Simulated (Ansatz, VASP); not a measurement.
# One calculation of GaN, two programs

```
Ga N
1.0
     0.00000    2.27441    2.27441
     2.27441    0.00000    2.27441
     2.27441    2.27441    0.00000
Ga N
1 1
Direct
  0.00000 0.00000 0.00000
  0.25000 0.25000 0.25000
```

Alike in both runs: functional PBE; k mesh 10 × 10 × 10; occupations gaussian, width 0.02 eV; no spin polarisation.

Ansatz relaxed the structure, and its values are those at the end. VASP's run is a single point on that final structure, the one shown.

|  | VASP | Ansatz |
| --- | --- | --- |
| version | VASP 6.6.1 | Ansatz 0.2.0 |
| potentials or method | VASP PAW PBE potentials, release 64 (Ga_d, N), cutoff 600 eV | scalar-relativistic, plane waves, PAW |
| valence electrons in the cell | 18 | 18 |

|  | VASP | Ansatz | Ansatz less VASP |
| --- | --- | --- | --- |
| gap on the k mesh at the Fermi level (eV) | 1.55 | 1.54 | -0.004 |
| least direct gap on the mesh (eV) | 1.55 | 1.54 | -0.004 |
| pressure (GPa) | -0.1 | 0.0 | +0.08 |

With one functional, cell and mesh, what is left measures potentials, basis and numerics.
